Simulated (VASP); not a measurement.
A run of VASP 6.6.1 is set up as follows.

Contents of INCAR:

```
SYSTEM = Cu
ALGO = Fast ; EDIFF = 1E-7
ENCUT = 520 ; GGA = CA
ISIF = 2 ; ISMEAR = 0
LASPH = .TRUE. ; LCHARG = .TRUE.
LELF = .TRUE. ; LREAL = .FALSE.
LVHAR = .TRUE. ; LWAVE = .FALSE.
NBANDS = 18 ; NELM = 100
PREC = Accurate ; SIGMA = 0.15
```

Contents of KPOINTS:

```
k-points
0
G
  20 20 12
  0 0 0
```

The input POSCAR:

```
Cu
1.0
   -1.4273957350      1.4273957350      1.3410790631
    1.4273957350     -1.4273957350      1.3410790631
    2.8547914700      2.8547914700      0.0000000000
Cu
2
Direct
   -0.0540609439     -0.0540609439      0.0000000000
    0.5540609439      0.5540609439      0.5000000000
```

Potentials or basis: VASP PAW LDA potentials, release 64 (Cu).

Launch:

```console
$ cat potpaw_LDA.64/Cu/POTCAR > POTCAR
$ mpirun -np 1 vasp_std > vasp.out
```

**Question.** Predict the largest force.

**Answer.** 0.991 eV/Å.

**Question.** Estimate the pressure.

**Answer.** 4.1 GPa.

**Question.** Predict the band gap on the k mesh.

**Answer.** Zero (band 11 reaches 12.96 eV, above the bottom of band 12 at 6.20 eV).

Stress tensor (GPa, compression positive):
```
5.69 4.81 0.00
4.81 5.69 0.00
0.00 0.00 0.84
```

Caveat: the cell differs from its parent crystal (mode 1 frozen in at +0.000 Å and mode 5 at -0.145 Å (largest displacements)).
